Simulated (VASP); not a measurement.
Ga2SnSe4, 7 atoms in the cell. It takes space group I422 (No. 97, tetragonal). Conventional cell: a = 7.662 Å, b = 7.662 Å, c = 6.293 Å, α = 90.00°, β = 90.00°, γ = 90.00°. Within 3.2 Å of Ga (site symmetry 222) lie 4 Se at 2.45 Å and 2 Ga at 3.15 Å. Sn (site symmetry 422) has 8 Se at 3.24 Å and 4 Ga at 3.83 Å within 4.3 Å. Within 3.3 Å of Se (site symmetry 2) lie 2 Ga at 2.45 Å and 2 Sn at 3.24 Å. 

| Quantity | Value |
| --- | --- |
| Program | VASP 6.6.1 |
| Task | relaxation of cell and atoms |
| Functional | PBE |
| Potentials or basis | VASP PAW PBE potentials, release 64 (Ga_d, Sn_d, Se) |
| Cutoff | 600 eV |
| k mesh | 6 × 6 × 6 |
| Occupations | gaussian, width 0.01 eV |
| Spin | no spin polarisation |
| Dipole correction | no |
| Further INCAR settings | ALGO = Normal; EDIFF = 1e-06; IBRION = 2; EDIFFG = -0.001; NSW = 80; ISIF = 3 |

Potentials or basis: VASP PAW PBE potentials, release 64 (Ga_d, Sn_d, Se).

Command:

```bash
$ cat potpaw_PBE.64/Ga_d/POTCAR potpaw_PBE.64/Sn_d/POTCAR potpaw_PBE.64/Se/POTCAR > POTCAR
$ mpirun -np 1 vasp_std > vasp.out
```

Hardware: 1 thread of Intel(R) Xeon(R) 6975P-C (Granite Rapids), on a shared host.

Q: How long does it take, and how much memory?

A: Wall time 12 min on 1 thread of Intel(R) Xeon(R) 6975P-C (Granite Rapids), with other jobs on the host, peak memory 0.53 GiB. Counts: scf iterations 53, k points 30, ion steps 12.
